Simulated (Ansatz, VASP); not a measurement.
# Zn: VASP beside Ansatz

```
Zn
1.0
     2.59787    0.00000    0.00000
    -1.29894    2.24982    0.00000
     0.00000    0.00000    4.86684
Zn
2
Direct
  0.33333 0.66667 0.25000
  0.66667 0.33333 0.75000
```

Alike in both runs: functional PBEsol; k mesh 24 × 24 × 12; occupations gaussian, width 0.1 eV; no spin polarisation.

Ansatz relaxed the structure, and its values are those at the end. VASP's run is a single point on that final structure, the one shown.

|  | VASP | Ansatz |
| --- | --- | --- |
| version | VASP 6.6.1 | Ansatz 0.2.0 |
| potentials or method | VASP PAW PBE potentials, release 64 (Zn), cutoff 520 eV | scalar-relativistic, plane waves, PAW |
| valence electrons in the cell | 24 | 24 |

|  | VASP | Ansatz | Ansatz less VASP |
| --- | --- | --- | --- |
| gap on the k mesh at the Fermi level (eV) | none | none | - |
| pressure (GPa) | 0.9 | 0.0 | -0.94 |

VASP's potentials were made for PBE, not for PBEsol. A gap of «none» marks a metal or a gap that the smearing closes.
